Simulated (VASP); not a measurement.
A run of VASP 6.6.1 is set up as follows.

INCAR

```
ALGO = Normal
EDIFF = 1E-6
ENCUT = 520
GGA = PS
ISIF = 2
ISMEAR = 1
ISPIN = 2
LASPH = True
LCHARG = False
LMAXMIX = 4
LORBIT = 11
LREAL = False
LWAVE = False
MAGMOM = 0.04 0.34
NBANDS = 18
NELM = 150
NUPDOWN = 0.4
PREC = Accurate
SIGMA = 0.05
```

Contents of KPOINTS:

```
k-points
0
Gamma
  5 5 4
```

The input POSCAR:

```
AlNi
1.0
    1.9386940000     -1.9531901500      0.0000000000
    1.9386940000      1.9531901500      0.0000000000
    0.0000000000      0.0000000000      3.0994300400
Al Ni
1 1
Direct
    0.0000000000      0.0000000000      0.0000000000
    0.5000000000      0.5000000000      0.5000000000
```

Potentials or basis: VASP PAW PBE potentials, release 64 (Al, Ni).

Launch:

```console
$ cat potpaw_PBE.64/Al/POTCAR potpaw_PBE.64/Ni/POTCAR > POTCAR
$ mpirun -np 1 vasp_std > vasp.out
```

Estimate the pressure.

1.6 GPa.

Stress tensor (GPa, compression positive):
```
 3.84  0.00  0.00
 0.00  2.73  0.00
 0.00  0.00 -1.71
```

Caveat: the k points lie up to 0.51 Å⁻¹ apart; the PAW data sets were made with another functional, which shifts forces and pressure a little; the total moment is fixed, so each spin has its own Fermi level.
